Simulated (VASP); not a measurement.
# Cr (P6_3/mmc) in VASP: notebook

Cr is run at these levels: RPBE; tasks: single point.

Program: VASP 6.6.1. These are calculated values, not measurements. Logs are shortened: lines on timing, memory, paths and dates and some standing lists are left out, and cuts for length are marked.

**1. The cell of the first run**

The structure is hexagonal, space group P6_3/mmc (No. 194). The conventional cell has a = 2.611 Å, b = 2.611 Å, c = 9.221 Å, α = 90.00°, β = 90.00°, γ = 120.00°. Within 3.4 Å of Cr (site symmetry -3m) lie 12 Cr at 2.61 to 2.75 Å. Cr (site symmetry -6m2) has 12 Cr at 2.61 to 2.75 Å within 3.4 Å.

This isn't the form of Cr at room conditions, which is bcc.

**2. Single point, RPBE, collinear spin, ferromagnetic start (13.61 Å³/atom)**

INCAR reads:

```
SYSTEM = Cr
PREC = Accurate ; ENCUT = 520
EDIFF = 1E-6 ; ISMEAR = -1
SIGMA = 0.05 ; LREAL = .FALSE.
LASPH = .TRUE. ; NELM = 150
ALGO = Normal ; ISIF = 2
LWAVE = .FALSE. ; LCHARG = .TRUE.
ISPIN = 2 ; MAGMOM = 1.5 1.5 1.5 1.5
LORBIT = 11 ; LMAXMIX = 4
GGA = RP ; LELF = .TRUE.
LVHAR = .TRUE. ; NBANDS = 36
```

KPOINTS reads:

```
Automatic mesh
0
G
  16 16 4
  0 0 0
```

POSCAR reads:

```
Cr
1.0
    2.6112834418      0.0000000000      0.0000000000
   -1.3056417209      2.2614377971      0.0000000000
    0.0000000000      0.0000000000      9.2213236159
Cr
4
Direct
    0.0000000000      0.0000000000      1.0000000000
    0.0000000000      1.0000000000      0.5000000000
    0.3333333333      0.6666666667      0.2500000000
    0.6666666667      0.3333333333      0.7500000000
```

Potentials or basis: VASP PAW PBE potentials, release 64 (Cr_pv).

On the command line:

```console
$ cat potpaw_PBE.64/Cr_pv/POTCAR > POTCAR
$ mpirun -np 1 vasp_std > vasp.out
```

OUTCAR:

```text
SYSTEM = Cr
   PREC = Accurate
   ENCUT = 520
   EDIFF = 1E-6
   ISMEAR = -1
   LREAL = .FALSE.
   LASPH = .TRUE.
   NELM = 150
   ISIF = 2
   ISPIN = 2
   LORBIT = 11
   GGA = RP

 ion  position               nearest neighbor table
   1  0.000  0.000  0.000-   3 2.75   4 2.75   4 2.75   3 2.75   4 2.75   3 2.75
   2  0.000  0.000  0.500-   3 2.75   4 2.75   4 2.75   3 2.75   4 2.75   3 2.75
   3  0.333  0.667  0.250-   1 2.75   2 2.75   1 2.75   2 2.75   1 2.75   2 2.75
   4  0.667  0.333  0.750-   1 2.75   2 2.75   1 2.75   2 2.75   1 2.75   2 2.75

  LATTYP: Found a hexagonal cell.
 ALAT       =     2.6112834418
 C/A-ratio  =     3.5313376818

  Lattice vectors:

 A1 = (   2.6112834418,   0.0000000000,   0.0000000000)
 A2 = (  -1.3056417209,   2.2614377971,   0.0000000000)
 A3 = (   0.0000000000,   0.0000000000,   9.2213236159)

Analysis of symmetry for initial positions (statically):
=====================================================================
 Subroutine PRICEL returns:
 Original cell was already a primitive cell.

 Routine SETGRP: Setting up the symmetry group for a
 hexagonal supercell.

 Subroutine GETGRP returns: Found 24 space group operations
 (whereof 12 operations were pure point group operations)
 out of a pool of 24 trial point group operations.

The static configuration has the point symmetry D_3d.
 The point group associated with its full space group is D_6h.

Analysis of symmetry for dynamics (positions and initial velocities):
=====================================================================
 Subroutine PRICEL returns:
 Original cell was already a primitive cell.

 Routine SETGRP: Setting up the symmetry group for a
 hexagonal supercell.

 Subroutine GETGRP returns: Found 24 space group operations
 (whereof 12 operations were pure point group operations)
 out of a pool of 24 trial point group operations.

The dynamic configuration has the point symmetry D_3d.
 The point group associated with its full space group is D_6h.

Analysis of structural, dynamic, and magnetic symmetry:
=====================================================================
 Subroutine PRICEL returns:
 Original cell was already a primitive cell.

 Routine SETGRP: Setting up the symmetry group for a
 hexagonal supercell.

 Subroutine GETGRP returns: Found 24 space group operations
 (whereof 12 operations were pure point group operations)
 out of a pool of 24 trial point group operations.

The overall configuration has the point symmetry D_3d.
 The point group associated with its full space group is D_6h.

[... 125 lines left out ...]
  Thomas-Fermi vector in A             =   2.671527
   LORBIT       =     11    0 simple, 1 ext, 2 COOP (PROOUT), +10 PAW based schemes
   GGA     = RP    functional components
   LHFCALC =     F    Hartree Fock is set to
   AEXX    =    0.0000 exact exchange contribution
   IVDW    =     0    specifies the selected vdW correction
   LEPSILON=     F    determine dielectric tensor
   LRPA    =     F    only Hartree local field effects (RPA)
 spin polarized calculation
  energy-cutoff  :      520.00
  volume of cell :       54.45
 maximum number of plane-waves:      1492
 NGX is ok and might be reduce to    20
   NGX =  9   NGY =  9   NGZ = 35

 number of electron      48.0000024 magnetization      -0.0027872

 number of electron      48.0000024 magnetization       0.0005209

 Free energy of the ion-electron system (eV)
  ---------------------------------------------------
  ext. energy  EPLUGINS =         0.00000000
  ---------------------------------------------------
  free energy    TOTEN  =       -34.02928136 eV

  energy without entropy =      -33.96749691  energy(sigma->0) =      -33.99838913

 E-fermi :   8.7688     XC(G=0): -12.6102

 val. band max:        8.7642908918   @ k =   0.1250  -0.0000   0.0000
 cond. band min:       8.7867470299   @ k =   0.1250  -0.0000   0.2500
 fundamental gap:      0.0224561381
 Fermi energy:         8.7688267099

 spin component 1

 k-point     1 :       0.0000    0.0000    0.0000
  band No.  band energies     occupation
      1     -34.4870      1.00000
      2     -34.2774      1.00000
      3     -34.2694      1.00000
      4     -34.0546      1.00000
      5     -33.9421      1.00000
      6     -33.9420      1.00000
[... 925 lines left out ...]
     35      12.0806      0.00000
     36      16.1491      0.00000

 [... further k-points ...]

 spin component 2

 k-point     1 :       0.0000    0.0000    0.0000
  band No.  band energies     occupation
      1     -34.4869      1.00000
      2     -34.2776      1.00000
      3     -34.2690      1.00000
      4     -34.0545      1.00000
      5     -33.9420      1.00000
      6     -33.9420      1.00000
[... 925 lines left out ...]
     35      12.0808      0.00000
     36      16.1466      0.00000

 [... further k-points ...]
[... 5 lines left out ...]
  --------------------------------------------------------------------------------------
  -------------------------------------------------------------------------------------
  Total       -7.0430522     -7.0430522     -6.3512072     -0.0000000     -0.0000000     -0.0000000
  in kB     -207.2237676   -207.2237676   -186.8679993     -0.0000000     -0.0000000     -0.0000000
  external PRESSURE =    -200.4385115 kB  Pullay stress =       0.0000000 kB

 VOLUME and BASIS-vectors are now :
 -----------------------------------------------------------------------------
  energy-cutoff  :      520.00
  volume of cell :       54.45
      direct lattice vectors                 reciprocal lattice vectors
     2.611283442  0.000000000  0.000000000     0.382953449  0.221098277  0.000000000
    -1.305641721  2.261437797  0.000000000     0.000000000  0.442196554  0.000000000
     0.000000000  0.000000000  9.221323616     0.000000000  0.000000000  0.108444302

 POSITION                                       TOTAL-FORCE (eV/Angst)
 -----------------------------------------------------------------------------------
      0.00000      0.00000      0.00000         0.000000     -0.000000      0.000000
      0.00000      0.00000      4.61066         0.000000     -0.000000      0.000000
     -0.00000      1.50763      2.30533        -0.000000      0.000000     -0.000000
      1.30564      0.75381      6.91599         0.000000      0.000000      0.000000
 -----------------------------------------------------------------------------------
    total drift:                                0.000000     -0.000000      0.000000

  FREE ENERGIE OF THE ION-ELECTRON SYSTEM (eV)
  ---------------------------------------------------
  free  energy   TOTEN  =       -34.0292813628 eV

  energy  without entropy=      -33.9674969060  energy(sigma->0) =      -33.99838913

 total charge

# of ion       s       p       d       tot
------------------------------------------
    1        0.408   6.300   4.068  10.777
    2        0.408   6.300   4.068  10.777
    3        0.409   6.302   4.063  10.773
    4        0.409   6.302   4.063  10.773
--------------------------------------------------
tot          1.634  25.204  16.262  43.100

 magnetization (x)

# of ion       s       p       d       tot
------------------------------------------
    1       -0.000   0.000   0.000   0.000
    2       -0.000   0.000   0.000   0.000
    3       -0.000  -0.000  -0.000  -0.000
    4       -0.000  -0.000  -0.000  -0.000
--------------------------------------------------
tot         -0.000   0.000   0.000   0.000
```

Run time: 7.4 min. Hardware: 1 thread of Intel Xeon Platinum 8259CL at 2.50GHz (Skylake/Cascade Lake), shared host; peak memory 0.34 GiB.

Results:

- Free energy: -34.0293 eV
- Pressure: -20.0 GPa
- Band gap on the k mesh: zero (filled and empty bands overlap)
- Net moment: 0.00 μB per cell
- Valence electrons inside the program's atomic spheres: Cr 10.78, 10.77 (each value once)

Stress tensor (GPa, compression positive):
```
-20.72   0.00   0.00
  0.00 -20.72   0.00
  0.00   0.00 -18.69
```

Levels at points of the mesh, in eV from the Fermi level:
Spin up:
```tsv
k point	band 21	band 22	band 23	band 24	band 25	band 26	band 27	band 28
(0.00, 0.00, 0.00)	-0.34	-0.27	-0.27	-0.23	-0.14	-0.14	-0.05	-0.05
(0.50, 0.00, 0.00)	-0.70	-0.29	-0.14	0.78	0.78	1.41	1.89	1.91
(0.00, 0.00, 0.50)	-0.28	-0.28	-0.28	-0.28	-0.13	-0.13	-0.13	-0.13
(0.50, 0.00, 0.50)	0.02	0.02	0.12	0.12	0.49	0.49	1.55	1.55
```
Spin down:
| k point | band 20 | band 21 | band 22 | band 23 | band 24 | band 25 | band 26 | band 27 | band 28 | band 29 |
| --- | --- | --- | --- | --- | --- | --- | --- | --- | --- | --- |
| (0.00, 0.00, 0.00) | -0.34 | -0.34 | -0.27 | -0.27 | -0.23 | -0.14 | -0.14 | -0.05 | -0.05 | 0.96 |
| (0.50, 0.00, 0.00) | -1.19 | -0.70 | -0.29 | -0.14 | 0.78 | 0.78 | 1.41 | 1.89 | 1.91 | 2.11 |
| (0.00, 0.00, 0.50) | -0.97 | -0.28 | -0.28 | -0.28 | -0.28 | -0.13 | -0.13 | -0.13 | -0.13 | 1.10 |
| (0.50, 0.00, 0.50) | -1.30 | 0.02 | 0.02 | 0.12 | 0.12 | 0.49 | 0.49 | 1.55 | 1.55 | 2.30 |

Caveat: the cell stands under tension; the PAW data sets were made with another functional, which shifts forces and pressure a little.

(Continued in part 2 of 2.)
